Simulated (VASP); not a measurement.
# Al in VASP: a series of runs

Runs on Al. Level: PBE. Tasks: single point.

Program: VASP 6.6.1. These are calculated values, not measurements. Logs are shortened: lines on timing, memory, paths and dates and some standing lists are left out, and cuts for length are marked.

**1. The cell of the first run**

The cell holds a slab with vacuum, 6 atoms: a = 2.857 Å, b = 4.041 Å, c = 23.144 Å, α = 90.00°, β = 90.00°, γ = 90.00°.

**2. Single point, PBE**

The input, INCAR:

```
ALGO = Normal
DIPOL = 0.5 0.5 0.500
EDIFF = 1E-6
ENCUT = 520
GGA = PE
IDIPOL = 3
ISIF = 2
ISMEAR = -1
LASPH = True
LCHARG = False
LDIPOL = True
LREAL = False
LWAVE = False
NBANDS = 18
NELM = 60
PREC = Accurate
SIGMA = 0.08
```

The input, KPOINTS:

```
k-points
0
Gamma
  13 9 1
```

The input, POSCAR:

```
Al
1.0
    2.8574853682      0.0000000000      0.0000000000
    0.0000000000      4.0410945620      0.0000000000
    0.0000000000      0.0000000000     23.1437000000
Al
6
Direct
    0.2500000000      0.2500000000      0.3515890114
    0.7500000000      0.7500000000      0.4064851375
    0.2500000000      0.2500000000      0.4711659389
    0.7500000000      0.7500000000      0.5288340590
    0.2500000000      0.2500000000      0.5935148630
    0.7500000000      0.7500000000      0.6484109903
```

Potentials or basis: VASP PAW PBE potentials, release 64 (Al).

Started as:

```sh
cat potpaw_PBE.64/Al/POTCAR > POTCAR
mpirun -np 1 vasp_std > vasp.out
```

OUTCAR:

```text
EDIFF = 1E-6
   ENCUT = 520
   GGA = PE
   ISIF = 2
   ISMEAR = -1
   LASPH = True
   LREAL = False
   NELM = 60
   PREC = Accurate

 ion  position               nearest neighbor table
   1  0.250  0.250  0.352-   3 2.77   2 2.78   2 2.78   2 2.78   2 2.78
   2  0.750  0.750  0.406-   1 2.78   1 2.78   1 2.78   1 2.78   4 2.83   3 2.89   3 2.89   3 2.89
                             3 2.89
   3  0.250  0.250  0.471-   1 2.77   4 2.81   4 2.81   4 2.81   4 2.81   5 2.83   2 2.89   2 2.89
                             2 2.89   2 2.89
   4  0.750  0.750  0.529-   6 2.77   3 2.81   3 2.81   3 2.81   3 2.81   2 2.83   5 2.89   5 2.89
                             5 2.89   5 2.89
   5  0.250  0.250  0.594-   6 2.78   6 2.78   6 2.78   6 2.78   3 2.83   4 2.89   4 2.89   4 2.89
                             4 2.89
   6  0.750  0.750  0.648-   4 2.77   5 2.78   5 2.78   5 2.78   5 2.78

  LATTYP: Found a simple orthorhombic cell.
 ALAT       =     2.8574853682
 B/A-ratio  =     1.4142135624
 C/A-ratio  =     8.0993240622

  Lattice vectors:

 A1 = (   2.8574853682,   0.0000000000,   0.0000000000)
 A2 = (   0.0000000000,   4.0410945620,   0.0000000000)
 A3 = (   0.0000000000,   0.0000000000,  23.1437000000)

Analysis of symmetry for initial positions (statically):
=====================================================================
 Subroutine PRICEL returns:
 Original cell was already a primitive cell.

 Routine SETGRP: Setting up the symmetry group for a
 simple orthorhombic supercell.

 Subroutine GETGRP returns: Found  8 space group operations
 (whereof  2 operations were pure point group operations)
 out of a pool of  8 trial point group operations.

The static configuration has the point symmetry S_2 .
 The point group associated with its full space group is D_2h.

Analysis of symmetry for dynamics (positions and initial velocities):
=====================================================================
 Subroutine PRICEL returns:
 Original cell was already a primitive cell.

 Routine SETGRP: Setting up the symmetry group for a
 simple orthorhombic supercell.

 Subroutine GETGRP returns: Found  8 space group operations
 (whereof  2 operations were pure point group operations)
 out of a pool of  8 trial point group operations.

The dynamic configuration has the point symmetry S_2 .
 The point group associated with its full space group is D_2h.

 Subroutine INISYM returns: Found  8 space group operations
 (whereof  2 operations are pure point group operations),
 and found     1 'primitive' translations

----------------------------------------------------------------------------------------

                                     Primitive cell

  volume of cell :     267.2488

  direct lattice vectors                    reciprocal lattice vectors
     2.857485368  0.000000000  0.000000000     0.349958047  0.000000000  0.000000000
     0.000000000  4.041094562  0.000000000     0.000000000  0.247457708  0.000000000
     0.000000000  0.000000000 23.143700000     0.000000000  0.000000000  0.043208303

  length of vectors
     2.857485368  4.041094562 23.143700000     0.349958047  0.247457708  0.043208303

  position of ions in fractional coordinates (direct lattice)
     0.250000000  0.250000000  0.351589011
     0.750000000  0.750000000  0.406485137
     0.250000000  0.250000000  0.471165939
     0.750000000  0.750000000  0.528834059
     0.250000000  0.250000000  0.593514863
     0.750000000  0.750000000  0.648410990

  ion indices of the primitive-cell ions
   primitive index   ion index
                 1           1
                 2           2
                 3           3
                 4           4
                 5           5
                 6           6

----------------------------------------------------------------------------------------

 KPOINTS: k-points

Automatic generation of k-mesh.
 Grid dimensions read from file:
 generate k-points for:   13    9    1

 Generating k-lattice:

  Cartesian coordinates                     Fractional coordinates (reciprocal lattice)
     0.026919850  0.000000000  0.000000000     0.076923077  0.000000000  0.000000000
     0.000000000  0.027495301  0.000000000     0.000000000  0.111111111  0.000000000
     0.000000000  0.000000000  0.043208303     0.000000000  0.000000000  1.000000000

  Length of vectors
     0.026919850  0.027495301  0.043208303

  Shift w.r.t. Gamma in fractional coordinates (k-lattice)
     0.000000000  0.000000000  0.000000000

 Subroutine IBZKPT returns following result:
 ===========================================

 Found     35 irreducible k-points:

 Following reciprocal coordinates:
            Coordinates               Weight
  0.000000  0.000000  0.000000      1.000000
  0.076923  0.000000  0.000000      2.000000
  0.153846  0.000000  0.000000      2.000000
  0.230769  0.000000  0.000000      2.000000
  0.307692  0.000000  0.000000      2.000000
  0.384615  0.000000  0.000000      2.000000
[... 16 lines left out ...]
  0.076923  0.333333  0.000000      4.000000
  0.153846  0.333333  0.000000      4.000000
 [... further k-points ...]
   k-points           NKPTS =     35   k-points in BZ     NKDIM =     35   number of bands    NBANDS=     18
   number of dos      NEDOS =    301   number of ions     NIONS =      6
   total plane-waves  NPLWV = 129600
   dimension x,y,z NGX =    24 NGY =   30 NGZ =  180
   dimension x,y,z NGXF=    48 NGYF=   60 NGZF=  360
   ions per type =               6
   NGX,Y,Z   is equivalent  to a cutoff of  13.96, 12.34, 12.93 a.u.
   NGXF,Y,Z  is equivalent  to a cutoff of  27.93, 24.68, 25.86 a.u.
 SYSTEM =  unknown system
   PREC   = accura    normal or accurate (medium, high low for compatibility)
   ISTART =      0    job   : 0-new  1-cont  2-samecut
   ICHARG =      2    charge: 1-file 2-atom 10-const
   ISPIN  =      1    spin polarized calculation?
   LNONCOLLINEAR =      F non collinear calculations
   LSORBIT =      F    spin-orbit coupling
   LASPH  =      T    aspherical Exc in radial PAW
   ENCUT  =  520.0 eV  38.22 Ry    6.18 a.u.   5.31  7.51 43.03*2*pi/ulx,y,z
   NELM   =     60;   NELMIN=  2; NELMDL= -5     # of ELM steps
   EDIFF  = 0.1E-05   stopping-criterion for ELM
   LREAL  =      F    real-space projection
   EDIFFG = 0.1E-04   stopping-criterion for IOM
   NSW    =      0    number of steps for IOM
   IBRION =     -1    ionic relax: 0-MD 1-quasi-New 2-CG
   NFREE  =      0    steps in history (QN), initial steepest desc. (CG)
   ISIF   =      2    stress and relaxation
   ISYM   =      2    0-nonsym 1-usesym 2-fastsym
   POTIM  = 0.5000    time-step for ionic-motion
   TEBEG  =    0.0;   TEEND  =   0.0 temperature during run
   PSTRESS=    0.0 pullay stress
   NELECT =      18.0000    total number of electrons
   NUPDOWN=      -1.0000    fix difference up-down
   EMIN   =  10.00;   EMAX   =-10.00  energy-range for DOS
   EFERMI =   0.00;   METHOD = LEGACY
   ISMEAR =    -1;   SIGMA  =   0.08  broadening in eV -4-tet -1-fermi 0-gaus
   EFERMI_NEDOS =   21; number of points for ismear=-14 and -15
   IALGO  =     38    algorithm
   IMIX   =      4    mixing-type and parameters
     AMIX     =   0.40;   BMIX     =  1.00
     AMIX_MAG =   1.60;   BMIX_MAG =  1.00
  volume/ion in A,a.u.               =      44.54       300.58
  Fermi-wavevector in a.u.,A,eV,Ry     =   0.666081  1.258711  6.036414  0.443664
  Thomas-Fermi vector in A             =   1.740273
   LORBIT       =      0    0 simple, 1 ext, 2 COOP (PROOUT), +10 PAW based schemes
   GGA     = PE    functional components
   LHFCALC =     F    Hartree Fock is set to
   AEXX    =    0.0000 exact exchange contribution
   IVDW    =     0    specifies the selected vdW correction
   LEPSILON=     F    determine dielectric tensor
   LRPA    =     F    only Hartree local field effects (RPA)
 non-spin polarized calculation
  energy-cutoff  :      520.00
  volume of cell :      267.25
 maximum number of plane-waves:      7235
 NGX is ok and might be reduce to    24
   NGX = 11   NGY = 15   NGZ = 87

 dipolmoment           0.000000      0.000000     -0.000000 electrons x Angstroem

 number of electron      18.0000000 magnetization

 dipolmoment           0.000000      0.000000      0.000000 electrons x Angstroem

 Free energy of the ion-electron system (eV)
  ---------------------------------------------------
  ext. energy  EPLUGINS =         0.00000000
  ---------------------------------------------------
  free energy    TOTEN  =       -21.02342596 eV

  energy without entropy =      -20.95905671  energy(sigma->0) =      -20.99124133

 E-fermi :   0.5954     XC(G=0):  -4.6148

 val. band max:        0.5789887531   @ k =   0.0000   0.0000   0.0000
 cond. band min:       0.5960444983   @ k =   0.3846   0.3333   0.0000
 fundamental gap:      0.0170557452
 Fermi energy:         0.5953995151

 k-point     1 :       0.0000    0.0000    0.0000
  band No.  band energies     occupation
      1     -10.2671      2.00000
      2      -9.0282      2.00000
      3      -7.0291      2.00000
      4      -4.4314      2.00000
      5      -2.1000      2.00000
      6      -1.9293      2.00000
[... 10 lines left out ...]
     17       5.1449      0.00000
     18       6.1184      0.00000

 k-point     2 :       0.0769    0.0000    0.0000
  band No.  band energies     occupation
      1     -10.1601      2.00000
      2      -8.9219      2.00000
      3      -6.9238      2.00000
      4      -4.3279      2.00000
      5      -2.0019      2.00000
      6      -1.8297      2.00000
[... 10 lines left out ...]
     17       4.7342      0.00000
     18       5.2102      0.00000

 k-point     3 :       0.1538    0.0000    0.0000
  band No.  band energies     occupation
      1      -9.8397      2.00000
      2      -8.6037      2.00000
      3      -6.6085      2.00000
      4      -4.0184      2.00000
      5      -1.7077      2.00000
      6      -1.5350      2.00000
[... 10 lines left out ...]
     17       4.8386      0.00000
     18       4.8462      0.00000

 k-point     4 :       0.2308    0.0000    0.0000
  band No.  band energies     occupation
      1      -9.3073      2.00000
      2      -8.0750      2.00000
      3      -6.0854      2.00000
      4      -3.5063      2.00000
      5      -1.2169      2.00000
      6      -1.0734      2.00000
[... 10 lines left out ...]
     17       4.5417      0.00000
     18       5.3654      0.00000

 k-point     5 :       0.3077    0.0000    0.0000
  band No.  band energies     occupation
      1      -8.5654      2.00000
      2      -7.3389      2.00000
      3      -5.3586      2.00000
      4      -2.8062      2.00000
      5      -1.8780      2.00000
      6      -0.9614      2.00000
[... 10 lines left out ...]
     17       4.7998      0.00000
     18       5.2218      0.00000

 k-point     6 :       0.3846    0.0000    0.0000
  band No.  band energies     occupation
      1      -7.6175      2.00000
      2      -6.4000      2.00000
      3      -4.4401      2.00000
      4      -3.5909      2.00000
      5      -2.4029      2.00000
      6      -1.9412      2.00000
[... 307 lines left out ...]
 k-point    21 :       0.4615    0.2222    0.0000
  band No.  band energies     occupation
      1      -6.0358      2.00000
      2      -4.8650      2.00000
      3      -4.6664      2.00000
      4      -3.5557      2.00000
      5      -2.8464      2.00000
      6      -1.6804      2.00000
[... 10 lines left out ...]
     17       4.8222      0.00000
     18       4.9040      0.00000

 k-point    22 :       0.0000    0.3333    0.0000
  band No.  band energies     occupation
      1      -9.2684      2.00000
      2      -8.0484      2.00000
      3      -6.3028      2.00000
      4      -6.1215      2.00000
      5      -5.0053      2.00000
      6      -3.6687      2.00000
[... 10 lines left out ...]
     17       6.3775      0.00000
     18       6.7612      0.00000

 k-point    23 :       0.0769    0.3333    0.0000
  band No.  band energies     occupation
      1      -9.1622      2.00000
      2      -7.9429      2.00000
      3      -6.1989      2.00000
      4      -6.0170      2.00000
      5      -4.9018      2.00000
      6      -3.5643      2.00000
[... 10 lines left out ...]
     17       5.7401      0.00000
     18       6.2895      0.00000

 k-point    24 :       0.1538    0.3333    0.0000
  band No.  band energies     occupation
      1      -8.8440      2.00000
      2      -7.6269      2.00000
      3      -5.8875      2.00000
      4      -5.7043      2.00000
      5      -4.5922      2.00000
      6      -3.2522      2.00000
[... 10 lines left out ...]
     17       5.8633      0.00000
     18       5.8853      0.00000

 [... further k-points ...]

------------------------ aborting loop because EDIFF is reached ----------------------------------------

 vacuum level on the upper side and lower side of the slab       (xc-potential included)        -0.133        -0.133

  FORCE on cell =-STRESS in cart. coord.  units (eV):
  Direction    XX          YY          ZZ          XY          YZ          ZX
  --------------------------------------------------------------------------------------
  -------------------------------------------------------------------------------------
  Total       -0.0703778     -0.1510209     -0.0165798      0.0000000      0.0000000      0.0000000
  in kB       -0.4219201     -0.9053819     -0.0993973      0.0000000      0.0000000      0.0000000
  external PRESSURE =      -0.4755664 kB  Pullay stress =       0.0000000 kB

 VOLUME and BASIS-vectors are now :
 -----------------------------------------------------------------------------
  energy-cutoff  :      520.00
  volume of cell :      267.25
      direct lattice vectors                 reciprocal lattice vectors
     2.857485368  0.000000000  0.000000000     0.349958047  0.000000000  0.000000000
     0.000000000  4.041094562  0.000000000     0.000000000  0.247457708  0.000000000
     0.000000000  0.000000000 23.143700000     0.000000000  0.000000000  0.043208303

 POSITION                                       TOTAL-FORCE (eV/Angst)
 -----------------------------------------------------------------------------------
      0.71437      1.01027      8.13707         0.000000     -0.000000      0.001319
      2.14311      3.03082      9.40757         0.000000     -0.000000      0.000167
      0.71437      1.01027     10.90452         0.000000     -0.000000      0.001297
      2.14311      3.03082     12.23918         0.000000     -0.000000     -0.001297
      0.71437      1.01027     13.73613         0.000000      0.000000     -0.000167
      2.14311      3.03082     15.00663         0.000000     -0.000000     -0.001319
 -----------------------------------------------------------------------------------
    total drift:                               -0.000000     -0.000000      0.000007

  FREE ENERGIE OF THE ION-ELECTRON SYSTEM (eV)
  ---------------------------------------------------
  free  energy   TOTEN  =       -21.0234259550 eV

  energy  without entropy=      -20.9590567074  energy(sigma->0) =      -20.99124133

 vacuum level on the upper side and lower side of the slab         4.391         4.391
```

Wall time 6.6 min (1 thread of Intel Xeon 8259CL, shared host); peak memory 0.4 GiB.

What came out:

```yaml
Free_energy: -21.0234 eV
Band_gap_on_the_k_mesh: zero (bands 9 and 10 overlap by 2.35 eV)
```

**3. Single point, PBE**

The input, INCAR:

```
ALGO = Normal
EDIFF = 1E-6
ENCUT = 520
GGA = PE
ISIF = 2
ISMEAR = -1
LASPH = True
LCHARG = False
LREAL = False
LWAVE = False
NBANDS = 18
NELM = 80
PREC = Accurate
SIGMA = 0.08
```

KPOINTS is that of step 2.

POSCAR is that of step 2.

Potentials or basis: VASP PAW PBE potentials, release 64 (Al).

Started as:

```sh
cat potpaw_PBE.64/Al/POTCAR > POTCAR
mpirun -np 1 vasp_std > vasp.out
```

Wall time 6.7 min (1 thread of Intel Xeon 8259CL, shared host); peak memory 0.4 GiB.

The run converged. Its results:

```yaml
Free_energy: -21.0234 eV
Band_gap_on_the_k_mesh: zero (bands 9 and 10 overlap by 2.35 eV)
```

Levels at points of the mesh, in eV from the Fermi level:
```
           k point  band 6  band 7  band 8  band 9  band 10  band 11  band 12  band 13
(0.00, 0.00, 0.00)   -2.52   -1.56   -1.29   -0.12    -0.02     0.30     2.25     2.40
```
